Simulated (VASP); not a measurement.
Runs of VASP 6.6.1 on Si. The structure is that of space group P6_3/mmc (No. 194), or close to it. The cells are those of the table. 

| cell | gap on the mesh (eV) | pressure (GPa) | largest force (eV/Å) |
| --- | --- | --- | --- |
| a = 3.806, b = 3.806, c = 6.290 Å, angles 90.0, 90.0, 120.0°, 4 atoms | (c) | 2.0 | 0.01 |
| a = 3.780, b = 3.780, c = 6.247 Å, angles 90.0, 90.0, 120.0°, 4 atoms | 0.59 | (a) | 0.02 |
| a = 3.831, b = 3.831, c = 6.333 Å, angles 90.0, 90.0, 120.0°, 4 atoms | 0.68 | 0.0 | - |
| a = 3.753, b = 3.753, c = 6.203 Å, angles 90.0, 90.0, 120.0°, 4 atoms | 0.55 | 6.8 | 0.03 |
| a = 3.857, b = 3.857, c = 6.375 Å, angles 90.0, 90.0, 120.0°, 4 atoms | 0.72 | -1.9 | 0.01 |
| a = 3.882, b = 3.882, c = 6.416 Å, angles 90.0, 90.0, 120.0°, 4 atoms | 0.75 | -3.6 | 0.02 |
| a = 3.906, b = 3.906, c = 6.457 Å, angles 90.0, 90.0, 120.0°, 4 atoms | (b) | -5.0 | 0.02 |

Alike in all rows: task single point; level r2SCAN; potentials or basis VASP PAW PBE potentials, release 64 (Si); no spin polarisation; k mesh 7 × 7 × 4; cutoff (eV) 520; smearing fermi-dirac 0.15 eV.

Task: Estimate the missing entries.

Result: (a) 4.3; (b) 0.79; (c) 0.64.

Caveats: the PAW data sets were made with another functional, which shifts forces and pressure a little.

A k mesh can miss the band edges.
